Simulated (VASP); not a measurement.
A run of VASP 6.6.1 is set up as follows.

The input INCAR:

```
ALGO = Normal ; EDIFF = 1E-7
ENCUT = 520 ; GGA = PE
ISIF = 2 ; ISMEAR = -1
LASPH = True ; LCHARG = False
LREAL = False ; LWAVE = False
NBANDS = 35 ; NELM = 60
PREC = Accurate ; SIGMA = 0.03
```

KPOINTS

```
k-points
0
Gamma
  4 4 6
```

POSCAR

```
SnO2
1.0
    4.6899765000      0.0000000000      0.0000000000
    0.0000000000      4.6899765000      0.0000000000
    0.0000000000      0.0000000000      3.1864000000
Sn O
2 4
Direct
    0.0000000000      0.0000000000      0.0000000000
    0.5000000000      0.5000000000      0.5000000000
    0.3056200000      0.3056200000      0.0000000000
    0.1943800000      0.8056200000      0.5000000000
    0.6943800000      0.6943800000      0.0000000000
    0.8056200000      0.1943800000      0.5000000000
```

Potentials or basis: VASP PAW PBE potentials, release 64 (Sn_d, O).

Launch:

```bash
$ cat potpaw_PBE.64/Sn_d/POTCAR potpaw_PBE.64/O/POTCAR > POTCAR
$ mpirun -np 1 vasp_std > vasp.out
```

Q: What does it give for the largest force?

A: 0.062 eV/Å.

Q: Predict the pressure.

A: 16.0 GPa.

Q: Estimate the band gap on the k mesh.

A: 1.45 eV, direct.

Forces on the atoms (eV/Å):
```
Sn   0.000  0.000  0.000
Sn   0.000  0.000  0.000
O   -0.044 -0.044  0.000
O    0.044 -0.044  0.000
O    0.044  0.044  0.000
O   -0.044  0.044  0.000
```

Caveat: the cell differs from its parent crystal (equal xx and yy strain of -1 %); spin-orbit coupling is left out, which moves the levels of the heavy elements.
